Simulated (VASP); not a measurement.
Set up this calculation in VASP 6.6.1, as the native input.

```
Task                   : relaxation of cell and atoms
Functional             : PBE
Potentials or basis    : VASP PAW PBE potentials, release 64 (Na_pv, Fe, Sb)
Cutoff                 : 600 eV
k mesh                 : 4 × 4 × 4
Occupations            : gaussian, width 0.1 eV
Spin                   : collinear spin, ferromagnetic start
Starting moments       : [0.0, 0.0, 0.0, 3.58, 0.0] μB
Dipole correction      : no
Further INCAR settings : ALGO = Normal; EDIFF = 1e-06; IBRION = 2; EDIFFG = -0.04; NSW = 90; ISIF = 3
```

The structure of Na3FeSb lies in POSCAR:

```
Na3FeSb
1.0
    4.5731106668      0.0000000000      0.0000000000
    0.0000000000      4.5731106668      0.0000000000
    0.0000000000      0.0000000000      4.5731106668
Na Fe Sb
3 1 1
Direct
    0.0000000000      0.5000000000      0.5000000000
    0.5000000000      0.0000000000      0.5000000000
    0.5000000000      0.5000000000      0.0000000000
    0.0000000000      0.0000000000      0.0000000000
    0.5000000000      0.5000000000      0.5000000000
```

These files were run (other wordings do the same):

INCAR

```
ALGO     = Normal         # electronic algorithm
EDIFF    = 1E-6           # SCF threshold, eV
EDIFFG   = -0.04          # ionic threshold
ENCUT    = 600            # plane-wave cutoff, eV
GGA      = PE             # functional
IBRION   = 2              # ionic algorithm
ISIF     = 3              # what is computed and relaxed
ISMEAR   = 0              # smearing method
ISPIN    = 2              # spin polarisation
LASPH    = True           # aspherical terms in the spheres
LCHARG   = False          # write CHGCAR
LMAXMIX  = 4              # l up to which the mixer works
LORBIT   = 11             # projections on sites
LREAL    = False          # projectors in reciprocal space
LWAVE    = False          # write WAVECAR
MAGMOM   = 0 0 0 3.58 0   # initial moments
NELM     = 150            # most SCF steps
NSW      = 90             # ionic steps
PREC     = Accurate       # precision mode
SIGMA    = 0.1            # smearing width, eV
```

KPOINTS

```
k-points
0
Gamma
  4 4 4
```

Potentials or basis: VASP PAW PBE potentials, release 64 (Na_pv, Fe, Sb).

Launch:

```console
$ cat potpaw_PBE.64/Na_pv/POTCAR potpaw_PBE.64/Fe/POTCAR potpaw_PBE.64/Sb/POTCAR > POTCAR
$ mpirun -np 1 vasp_std > vasp.out
```

Results of the run:

```json
{
  "Relaxed volume": "40.62 Å³/atom",
  "Relaxed cell": "a = 5.878 Å, b = 5.878 Å, c = 5.878 Å, α = 90.00°, β = 90.00°, γ = 90.00°",
  "Space group after relaxing (to 0.1 Å)": "Pm-3m (No. 221)",
  "Energy gained by relaxing": "1395.7 meV/atom",
  "Ionic steps": "5",
  "Pressure after relaxing": "-0.1 GPa",
  "Band gap on the k mesh": "zero (filled and empty bands overlap)",
  "Net moment": "3.99 μB per cell",
  "Site moments": "Na +0.00; Fe +3.41; Sb +0.11 μB",
  "Valence electrons inside the program's atomic spheres": "Na 6.05; Fe 6.53; Sb 2.50"
}
```

Caveat: the volume moved by over 15 % at a fixed basis, so the end points are rough; spin-orbit coupling is left out, which moves the levels of the heavy elements; a cell with one magnetic atom can't hold antiferromagnetic order, which such compounds often take.

Run time: 8.2 min on 1 thread of Intel(R) Xeon(R) 6975P-C (Granite Rapids), with other jobs on the host, peak memory 0.33 GiB.
